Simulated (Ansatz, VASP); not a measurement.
# One calculation of Ti, two programs

INCAR

```
PREC     = Accurate       # precision mode
ENCUT    = 520            # plane-wave cutoff, eV
EDIFF    = 1E-7           # SCF threshold, eV
ISMEAR   = -1             # smearing method
SIGMA    = 0.05           # smearing width, eV
LREAL    = F              # projectors in reciprocal space
LASPH    = T              # aspherical terms in the spheres
NELM     = 60             # most SCF steps
ALGO     = Normal         # electronic algorithm
ISIF     = 2              # what is computed and relaxed
LWAVE    = F              # write WAVECAR
LCHARG   = F              # write CHGCAR
GGA      = PE             # functional
NBANDS   = 12             # bands
```

KPOINTS

```
regular mesh
0
Gamma
  14 14 14
```

File POSCAR:

```
Ti
1.0
    2.4499588584      0.0000000000      0.0000000000
    0.0000000000      2.4499588584      0.0000000000
    0.0000000000      0.0000000000      2.4499588584
Ti
1
Direct
    0.0000000000      0.0000000000      0.0000000000
```

Input for Ansatz:

```yaml
crystal:
  lattice:
    - [2.4499588584, 0.0, 0.0]
    - [0.0, 2.4499588584, 0.0]
    - [0.0, 0.0, 2.4499588584]
  atoms:
    - { symbol: Ti, position: [0.0, 0.0, 0.0] }
kpoints:
  mp_grid: { grid: [14, 14, 14] }
scf:
  occupations: { method: fermi_dirac, width: 0.05 }
hamiltonian:
  xc: pbe
  pseudopotentials: { kind: paw, source: ansatz }
output:
  forces: true
  stress: true
  eigenvalues: true
```

Change from the starting cell: volume scaled by 0.8, PAW files, source ansatz.

Alike in both runs: task single point; functional PBE; k mesh 14 × 14 × 14; occupations fermi-dirac, width 0.05 eV; no spin polarisation.

```csv
,VASP,Ansatz
version,VASP 6.6.1,Ansatz 0.2.0
potentials or method,"VASP PAW PBE potentials, release 64 (Ti_sv)","PAW with other files of Ansatz's library (source ansatz), scalar-relativistic"
plane-wave cutoff (eV),520,740
valence electrons in the cell,12,12
```

```tsv
	VASP	Ansatz	Ansatz less VASP
pressure (GPa)	25.6	25.7	+0.11
```
